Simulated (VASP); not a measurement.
# Ga (Pm-3m) in VASP: notebook

Ga is run at these levels: PBE; tasks: single point.

Program: VASP 6.6.1. These are calculated values, not measurements. Logs are shortened: lines on timing, memory, paths and dates and some standing lists are left out, and cuts for length are marked.

### 1 The cell of the first run

Symmetry: Pm-3m, No. 221, cubic system. The conventional cell has a = 2.756 Å, b = 2.756 Å, c = 2.756 Å, α = 90.00°, β = 90.00°, γ = 90.00°. Within 3.6 Å of Ga (site symmetry m-3m) lie 6 Ga at 2.76 Å.

### 2 Single point, PBE

INCAR reads:

```
SYSTEM = Ga
PREC = Accurate
ENCUT = 520
EDIFF = 1E-6
ISMEAR = -1
SIGMA = 0.06122561905347299
LREAL = .False.
LASPH = .True.
NELM = 80
ALGO = Normal
ISIF = 2
LWAVE = .False.
LCHARG = .False.
GGA = PE
NBANDS = 12
```

KPOINTS reads:

```
regular mesh
0
Gamma
  14 14 14
  0 0 0
```

POSCAR reads:

```
Ga
1.0
    2.7559771611      0.0000000000      0.0000000000
    0.0000000000      2.7559771611      0.0000000000
    0.0000000000      0.0000000000      2.7559771611
Ga
1
Direct
    0.0000000000      0.0000000000      0.0000000000
```

Potentials or basis: VASP PAW PBE potentials, release 64 (Ga_d).

The run is started by

```sh
cat potpaw_PBE.64/Ga_d/POTCAR > POTCAR
mpirun -np 1 vasp_std > vasp.out
```

OUTCAR:

```text
SYSTEM = Ga
   PREC = Accurate
   ENCUT = 520
   EDIFF = 1E-6
   ISMEAR = -1
   LREAL = .False.
   LASPH = .True.
   NELM = 80
   ISIF = 2
   GGA = PE

 ion  position               nearest neighbor table
   1  0.000  0.000  0.000-

  LATTYP: Found a simple cubic cell.
 ALAT       =     2.7559771611

  Lattice vectors:

 A1 = (   2.7559771611,   0.0000000000,   0.0000000000)
 A2 = (   0.0000000000,   2.7559771611,   0.0000000000)
 A3 = (   0.0000000000,   0.0000000000,   2.7559771611)

Analysis of symmetry for initial positions (statically):
=====================================================================
 Subroutine PRICEL returns:
 Original cell was already a primitive cell.

 Routine SETGRP: Setting up the symmetry group for a
 simple cubic supercell.

 Subroutine GETGRP returns: Found 48 space group operations
 (whereof 48 operations were pure point group operations)
 out of a pool of 48 trial point group operations.

The static configuration has the point symmetry O_h .

Analysis of symmetry for dynamics (positions and initial velocities):
=====================================================================
 Subroutine PRICEL returns:
 Original cell was already a primitive cell.

 Routine SETGRP: Setting up the symmetry group for a
 simple cubic supercell.

 Subroutine GETGRP returns: Found 48 space group operations
 (whereof 48 operations were pure point group operations)
 out of a pool of 48 trial point group operations.

The dynamic configuration has the point symmetry O_h .

 Subroutine INISYM returns: Found 48 space group operations
 (whereof 48 operations are pure point group operations),
 and found     1 'primitive' translations

----------------------------------------------------------------------------------------

                                     Primitive cell

  volume of cell :      20.9328

  direct lattice vectors                    reciprocal lattice vectors
     2.755977161  0.000000000  0.000000000     0.362847709  0.000000000  0.000000000
     0.000000000  2.755977161  0.000000000     0.000000000  0.362847709  0.000000000
     0.000000000  0.000000000  2.755977161     0.000000000  0.000000000  0.362847709

  length of vectors
     2.755977161  2.755977161  2.755977161     0.362847709  0.362847709  0.362847709

  position of ions in fractional coordinates (direct lattice)
     0.000000000  0.000000000  0.000000000

  ion indices of the primitive-cell ions
   primitive index   ion index
                 1           1

----------------------------------------------------------------------------------------

 KPOINTS: regular mesh

Automatic generation of k-mesh.
 Grid dimensions read from file:
 generate k-points for:   14   14   14

 Generating k-lattice:

  Cartesian coordinates                     Fractional coordinates (reciprocal lattice)
     0.025917694  0.000000000  0.000000000     0.071428571  0.000000000  0.000000000
     0.000000000  0.025917694  0.000000000     0.000000000  0.071428571  0.000000000
     0.000000000  0.000000000  0.025917694     0.000000000  0.000000000  0.071428571

  Length of vectors
     0.025917694  0.025917694  0.025917694

  Shift w.r.t. Gamma in fractional coordinates (k-lattice)
     0.000000000  0.000000000  0.000000000

 Subroutine IBZKPT returns following result:
 ===========================================

 Found    120 irreducible k-points:

 Following reciprocal coordinates:
            Coordinates               Weight
  0.000000  0.000000  0.000000      1.000000
  0.071429  0.000000  0.000000      6.000000
  0.142857  0.000000  0.000000      6.000000
  0.214286  0.000000  0.000000      6.000000
  0.285714  0.000000  0.000000      6.000000
  0.357143  0.000000  0.000000      6.000000
[... 16 lines left out ...]
  0.285714  0.214286  0.000000     24.000000
  0.357143  0.214286  0.000000     24.000000
 [... further k-points ...]
   k-points           NKPTS =    120   k-points in BZ     NKDIM =    120   number of bands    NBANDS=     12
   number of dos      NEDOS =    301   number of ions     NIONS =      1
   total plane-waves  NPLWV =   8000
   dimension x,y,z NGX =    20 NGY =   20 NGZ =   20
   dimension x,y,z NGXF=    40 NGYF=   40 NGZF=   40
   ions per type =               1
   NGX,Y,Z   is equivalent  to a cutoff of  12.06, 12.06, 12.06 a.u.
   NGXF,Y,Z  is equivalent  to a cutoff of  24.13, 24.13, 24.13 a.u.
 SYSTEM =  Ga
   PREC   = accura    normal or accurate (medium, high low for compatibility)
   ISTART =      0    job   : 0-new  1-cont  2-samecut
   ICHARG =      2    charge: 1-file 2-atom 10-const
   ISPIN  =      1    spin polarized calculation?
   LNONCOLLINEAR =      F non collinear calculations
   LSORBIT =      F    spin-orbit coupling
   LASPH  =      T    aspherical Exc in radial PAW
   ENCUT  =  520.0 eV  38.22 Ry    6.18 a.u.   5.12  5.12  5.12*2*pi/ulx,y,z
   NELM   =     80;   NELMIN=  2; NELMDL= -5     # of ELM steps
   EDIFF  = 0.1E-05   stopping-criterion for ELM
   LREAL  =      F    real-space projection
   EDIFFG = 0.1E-04   stopping-criterion for IOM
   NSW    =      0    number of steps for IOM
   IBRION =     -1    ionic relax: 0-MD 1-quasi-New 2-CG
   NFREE  =      0    steps in history (QN), initial steepest desc. (CG)
   ISIF   =      2    stress and relaxation
   ISYM   =      2    0-nonsym 1-usesym 2-fastsym
   POTIM  = 0.5000    time-step for ionic-motion
   TEBEG  =    0.0;   TEEND  =   0.0 temperature during run
   PSTRESS=    0.0 pullay stress
   NELECT =      13.0000    total number of electrons
   NUPDOWN=      -1.0000    fix difference up-down
   EMIN   =  10.00;   EMAX   =-10.00  energy-range for DOS
   EFERMI =   0.00;   METHOD = LEGACY
   ISMEAR =    -1;   SIGMA  =   0.06  broadening in eV -4-tet -1-fermi 0-gaus
   EFERMI_NEDOS =   21; number of points for ismear=-14 and -15
   IALGO  =     38    algorithm
   IMIX   =      4    mixing-type and parameters
     AMIX     =   0.40;   BMIX     =  1.00
     AMIX_MAG =   1.60;   BMIX_MAG =  1.00
  volume/ion in A,a.u.               =      20.93       141.26
  Fermi-wavevector in a.u.,A,eV,Ry     =   1.396734  2.639444 26.543137  1.950866
  Thomas-Fermi vector in A             =   2.520059
   LORBIT       =      0    0 simple, 1 ext, 2 COOP (PROOUT), +10 PAW based schemes
   GGA     = PE    functional components
   LHFCALC =     F    Hartree Fock is set to
   AEXX    =    0.0000 exact exchange contribution
   IVDW    =     0    specifies the selected vdW correction
   LEPSILON=     F    determine dielectric tensor
   LRPA    =     F    only Hartree local field effects (RPA)
 non-spin polarized calculation
  energy-cutoff  :      520.00
  volume of cell :       20.93
 maximum number of plane-waves:       587
   NGX = 11   NGY = 11   NGZ = 11

 number of electron      13.0000001 magnetization

 Free energy of the ion-electron system (eV)
  ---------------------------------------------------
  ext. energy  EPLUGINS =         0.00000000
  ---------------------------------------------------
  free energy    TOTEN  =        -2.82911829 eV

  energy without entropy =       -2.82263539  energy(sigma->0) =       -2.82587684

 E-fermi :   4.4168     XC(G=0): -10.4273

 val. band max:        4.3970581751   @ k =   0.4286   0.4286   0.4286
 cond. band min:       4.4196499751   @ k =   0.3571   0.2857   0.0000
 fundamental gap:      0.0225918000
 Fermi energy:         4.4168432739

 k-point     1 :       0.0000    0.0000    0.0000
  band No.  band energies     occupation
      1     -10.6542      2.00000
      2     -10.6542      2.00000
      3     -10.1913      2.00000
      4     -10.1913      2.00000
      5     -10.1913      2.00000
      6      -5.8702      2.00000
      7      13.0669      0.00000
      8      13.0669      0.00000
      9      13.0669      0.00000
     10      16.0154      0.00000
     11      16.0154      0.00000
     12      18.2405      0.00000

 k-point     2 :       0.0714    0.0000    0.0000
  band No.  band energies     occupation
      1     -10.6525      2.00000
      2     -10.6384      2.00000
      3     -10.1977      2.00000
      4     -10.1977      2.00000
      5     -10.1908      2.00000
      6      -5.7702      2.00000
      7      11.5708      0.00000
      8      13.1700      0.00000
      9      13.1700      0.00000
     10      16.1014      0.00000
     11      17.0403      0.00000
     12      18.9585      0.00000

 k-point     3 :       0.1429    0.0000    0.0000
  band No.  band energies     occupation
      1     -10.6477      2.00000
      2     -10.5948      2.00000
      3     -10.2154      2.00000
      4     -10.2154      2.00000
      5     -10.1893      2.00000
      6      -5.4693      2.00000
      7       9.2595      0.00000
      8      13.4745      0.00000
      9      13.4745      0.00000
     10      16.3596      0.00000
     11      17.7018      0.00000
     12      21.3332      0.00000
[... 286 lines left out ...]
 k-point    23 :       0.2857    0.2143    0.0000
  band No.  band energies     occupation
      1     -10.5634      2.00000
      2     -10.3834      2.00000
      3     -10.3428      2.00000
      4     -10.2632      2.00000
      5     -10.2324      2.00000
      6      -3.3685      2.00000
      7       5.6895      0.00000
      8       8.6396      0.00000
      9      15.5157      0.00000
     10      17.5153      0.00000
     11      19.2427      0.00000
     12      25.6345      0.00000

 k-point    24 :       0.3571    0.2143    0.0000
  band No.  band energies     occupation
      1     -10.5528      2.00000
      2     -10.3752      2.00000
      3     -10.3223      2.00000
      4     -10.2878      2.00000
      5     -10.2297      2.00000
      6      -2.4886      2.00000
      7       3.8219      1.99988
      8       9.3946      0.00000
      9      15.9614      0.00000
     10      16.2544      0.00000
     11      19.8557      0.00000
     12      24.3550      0.00000

 [... further k-points ...]

------------------------ aborting loop because EDIFF is reached ----------------------------------------

  FORCE on cell =-STRESS in cart. coord.  units (eV):
  Direction    XX          YY          ZZ          XY          YZ          ZX
  --------------------------------------------------------------------------------------
  -------------------------------------------------------------------------------------
  Total       -0.2140907     -0.2140907     -0.2140907      0.0000000     -0.0000000     -0.0000000
  in kB      -16.3863269    -16.3863269    -16.3863269      0.0000000     -0.0000000     -0.0000000
  external PRESSURE =     -16.3863269 kB  Pullay stress =       0.0000000 kB

 VOLUME and BASIS-vectors are now :
 -----------------------------------------------------------------------------
  energy-cutoff  :      520.00
  volume of cell :       20.93
      direct lattice vectors                 reciprocal lattice vectors
     2.755977161  0.000000000  0.000000000     0.362847709  0.000000000  0.000000000
     0.000000000  2.755977161  0.000000000     0.000000000  0.362847709  0.000000000
     0.000000000  0.000000000  2.755977161     0.000000000  0.000000000  0.362847709

 POSITION                                       TOTAL-FORCE (eV/Angst)
 -----------------------------------------------------------------------------------
      0.00000      0.00000      0.00000         0.000000      0.000000      0.000000
 -----------------------------------------------------------------------------------
    total drift:                               -0.000000      0.000000      0.000000

  FREE ENERGIE OF THE ION-ELECTRON SYSTEM (eV)
  ---------------------------------------------------
  free  energy   TOTEN  =        -2.8291182906 eV

  energy  without entropy=       -2.8226353874  energy(sigma->0) =       -2.82587684
```

It took 8.8 s on 1 thread of Intel Xeon 6975P-C, shared host; peak memory 0.14 GiB.

What came out:

```
Free energy : -2.8291 eV
Pressure    : -1.6 GPa
```

Levels at points of the mesh, in eV from the Fermi level:
```csv
k point,band 3,band 4,band 5,band 6,band 7,band 8,band 9,band 10
"(0.00, 0.00, 0.00)",-14.61,-14.61,-14.61,-10.29,8.65,8.65,8.65,11.60
"(0.50, 0.00, 0.00)",-14.73,-14.73,-14.60,-6.15,-3.91,11.89,11.89,15.16
"(0.50, 0.50, 0.00)",-14.72,-14.72,-14.48,-1.83,-0.61,-0.61,4.21,15.17
"(0.50, 0.50, 0.50)",-14.91,-14.48,-14.48,2.52,2.52,2.52,3.24,8.05
```

(Part 1 of 2 ends here.)
